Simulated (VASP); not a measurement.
Wanted: the native input for a VASP 6.6.1 run.

```
Task                   : single point
Functional             : r2SCAN
Potentials or basis    : VASP PAW PBE potentials, release 64 (Rb_sv)
Cutoff                 : 520 eV
k mesh                 : 9 × 9 × 6
Occupations            : gaussian, width 0.1 eV
Spin                   : no spin polarisation
Dipole correction      : no
Further INCAR settings : ALGO = Normal; EDIFF = 1e-06; NBANDS = 16
```

Crystal: Rb.

```xyz
2
Lattice="4.8847 0.0000 0.0000 -2.4423 4.2303 0.0000 0.0000 0.0000 8.6152" Properties=species:S:1:pos:R:3 pbc="T T T"
Rb    0.0000    2.8202    2.1538
Rb    2.4423    1.4101    6.4614
```

This cell differs from its parent crystal: biaxial strain in the a-b plane: -4.0 %, then relaxed in part.

The input as run:

POSCAR

```
Rb
1.0
    4.8846786969      0.0000000000      0.0000000000
   -2.4423393485      4.2302558409      0.0000000000
    0.0000000000      0.0000000000      8.6152008673
Rb
2
Direct
    0.3333333333      0.6666666667      0.2500000000
    0.6666666667      0.3333333333      0.7500000000
```

INCAR.step1

```
PREC = Accurate
ENCUT = 520
ISMEAR = 0
SIGMA = 0.1
LREAL = False
LASPH = True
NELM = 100
NBANDS = 16
GGA = PE
ALGO = Normal
EDIFF = 1E-4
LWAVE = True
LCHARG = False
```

INCAR.step2

```
PREC = Accurate
ENCUT = 520
EDIFF = 1E-6
ISMEAR = 0
SIGMA = 0.1
LREAL = False
LASPH = True
NELM = 100
ALGO = Normal
ISIF = 2
LWAVE = False
LCHARG = False
METAGGA = R2SCAN
LMIXTAU = True
NBANDS = 16
ISTART = 1
```

KPOINTS

```
regular mesh
0
Gamma
  9 9 6
```

Potentials or basis: VASP PAW PBE potentials, release 64 (Rb_sv).

Command:

```bash
$ cat potpaw_PBE.64/Rb_sv/POTCAR > POTCAR
$ cp INCAR.step1 INCAR
$ mpirun -np 1 vasp_std > vasp.out
$ cp INCAR.step2 INCAR
$ mpirun -np 1 vasp_std > vasp.out
```

It gave:

```json
{
 "Pressure": "0.2 GPa",
 "Band gap on the k mesh": "zero (band 9 reaches 1.25 eV, above the bottom of band 10 at -1.35 eV)"
}
```

Caveat: the cell differs from its parent crystal (biaxial strain in the a-b plane: -4.0 %, then relaxed in part); the PAW data sets were made with another functional, which shifts forces and pressure a little.

Wall time 4.8 min on 1 thread of AMD EPYC 9R45 96-Core Processor (Zen 5), on a shared host, peak memory 0.33 GiB.
